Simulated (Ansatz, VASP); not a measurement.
Two plane-wave programs on Ti3Se

```xyz
4
Lattice="5.2230 0.0000 0.0000 -2.6115 4.5232 0.0000 0.0000 0.0000 2.9432" Properties=species:S:1:pos:R:3 pbc="T T T"
Ti    2.6115    0.0000    1.4716
Ti   -1.3057    2.2616    1.4716
Ti    1.3057    2.2616    1.4716
Se    0.0000    0.0000    0.0000
```

Alike in both runs: task relaxation of cell and atoms; functional PBE; k mesh 6 × 6 × 6; occupations gaussian, width 0.1 eV; no spin polarisation.

|  | VASP | Ansatz |
| --- | --- | --- |
| version | VASP 6.6.1 | Ansatz 0.2.0 |
| potentials or method | VASP PAW PBE potentials, release 64 (Ti_sv, Se), cutoff 600 eV | scalar-relativistic, plane waves, PAW |
| valence electrons in the cell | 42 | 52 |

VASP gave:

```
gap on the k mesh at the Fermi level, each at its own relaxed structure (eV) : none
relaxed volume (Å³/atom)                                                     : 17.53
relaxed cell length with the largest relative difference (Å)                 : 5.202
```

Problem. Which values does Ansatz return?

Solution. gap on the k mesh at the Fermi level, each at its own relaxed structure (eV): none; relaxed volume (Å³/atom): 17.60; relaxed cell length with the largest relative difference (Å): 5.214.

A gap of «none» marks a metal or a gap that the smearing closes. VASP's potentials hold 42 valence electrons a cell and Ansatz's 52, so a difference there can come from the potentials and not from the codes.
